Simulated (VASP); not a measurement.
The system is BaS.

```
Ba S
1.0
     0.00000    3.19375    3.19375
     3.19375    0.00000    3.19375
     3.19375    3.19375    0.00000
Ba S
1 1
Direct
  0.00000 0.00000 0.00000
  0.50000 0.50000 0.50000
```

- Program: VASP 6.6.1
- Task: relaxation of cell and atoms
- Functional: PBE
- Potentials or basis: VASP PAW PBE potentials, release 64 (Ba_sv, S)
- Cutoff: 600 eV
- k mesh: 8 × 8 × 8
- Occupations: fermi-dirac, width 0.02 eV
- Spin: no spin polarisation

At the start: pressure 1.4 GPa; volume 32.58 Å³/atom.

**Question.** How do energy, volume and symmetry change on relaxing?

**Answer.** Over 3 steps the energy falls by 4.7 meV/atom and the volume is 33.65 Å³/atom (+3.3 %); space group Fm-3m (No. 225, to 0.1 Å) before and after.

The path:
```
step  energy change (eV)  largest force (eV/Å)  pressure (GPa)  volume (Å³)
   1              0.0000                0.0000            1.44        65.15
   2             -0.0085                0.0000           -0.39        67.95
   3             -0.0093                0.0000            0.00        67.29
```

Final structure:
```
Ba S
1.0
     0.00000    3.22835    3.22835
     3.22835    0.00000    3.22835
     3.22835    3.22835    0.00000
Ba S
1 1
Direct
  0.00000 0.00000 0.00000
  0.50000 0.50000 0.50000
```
